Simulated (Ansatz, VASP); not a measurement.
**Ag2Cl3F in VASP and in Ansatz**

```
Ag Cl F
1.0
     6.84466    0.00000    0.00000
    -3.42233    5.92765    0.00000
     0.00000    0.00000    3.51386
Ag Cl F
2 3 1
Cartesian
  3.4223 1.9759 0.0000
  0.0000 3.9518 0.0000
  3.4223 0.0000 1.7569
  1.7112 2.9638 1.7569
  -1.7112 2.9638 1.7569
  0.0000 0.0000 0.0000
```

Change from the starting cell: species swapped into the NdAl3Ni2 type (P6/mmm, No. 191).

Alike in both runs: functional PBE; k mesh 6 × 6 × 10; occupations gaussian, width 0.1 eV; no spin polarisation.

Ansatz relaxed the structure, and its values are those at the end. VASP's run is a single point on that final structure, the one shown.

|  | VASP | Ansatz |
| --- | --- | --- |
| version | VASP 6.6.1 | Ansatz 0.2.0 |
| potentials or method | VASP PAW PBE potentials, release 64 (Ag, Cl, F), cutoff 520 eV | scalar-relativistic, plane waves, PAW |
| valence electrons in the cell | 50 | 66 |

```tsv
	VASP	Ansatz	Ansatz less VASP
gap on the k mesh at the Fermi level (eV)	none	none	-
pressure (GPa)	-0.1	0.0	+0.16
```

A gap of «none» marks a metal or a gap that the smearing closes. VASP's potentials hold 50 valence electrons a cell and Ansatz's 66, so a difference there can come from the potentials and not from the codes.
